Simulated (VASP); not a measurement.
Set up this calculation in VASP 6.6.1, as the native input.

```
Task                   : single point
Functional             : PBE
Potentials or basis    : VASP PAW PBE potentials, release 64 (Nb_sv)
Cutoff                 : 520 eV
k mesh                 : 22 × 22 × 22
Occupations            : gaussian, width 0.15 eV
Spin                   : no spin polarisation
Dipole correction      : no
Further INCAR settings : ALGO = Fast; EDIFF = 1e-06; NBANDS = 12
```

The structure of Nb lies in POSCAR:

```
Nb
1.0
    0.0000000000      2.2327361110      1.8978256944
    2.2327361110      0.0000000000      1.8978256944
    2.2327361110      2.2327361110      0.0000000000
Nb
1
Direct
    0.0000000000      0.0000000000      0.0000000000
```

This cell differs from its parent crystal: ratio of the length along z to the lengths across it x 0.85, volume and fractional coordinates fixed.

One way to write it, as run:

INCAR

```
SYSTEM = Nb
PREC = Accurate
ENCUT = 520
EDIFF = 1E-6
ISMEAR = 0
SIGMA = 0.15
LREAL = .False.
LASPH = .True.
NELM = 100
ALGO = Fast
ISIF = 2
LWAVE = .False.
LCHARG = .False.
GGA = PE
NBANDS = 12
```

KPOINTS

```
regular mesh
0
Gamma
  22 22 22
  0 0 0
```

Potentials or basis: VASP PAW PBE potentials, release 64 (Nb_sv).

Launch:

```sh
$ cat potpaw_PBE.64/Nb_sv/POTCAR > POTCAR
$ mpirun -np 1 vasp_std > vasp.out
```

Results of the run:

```
Pressure               : -4.7 GPa
Band gap on the k mesh : zero (an odd number of electrons rules out a gap without spin polarisation)
```

Caveat: the cell stands under tension.

Run time: 2 min on 1 thread of Intel(R) Xeon(R) 6975P-C (Granite Rapids), on a shared host, peak memory 0.29 GiB.
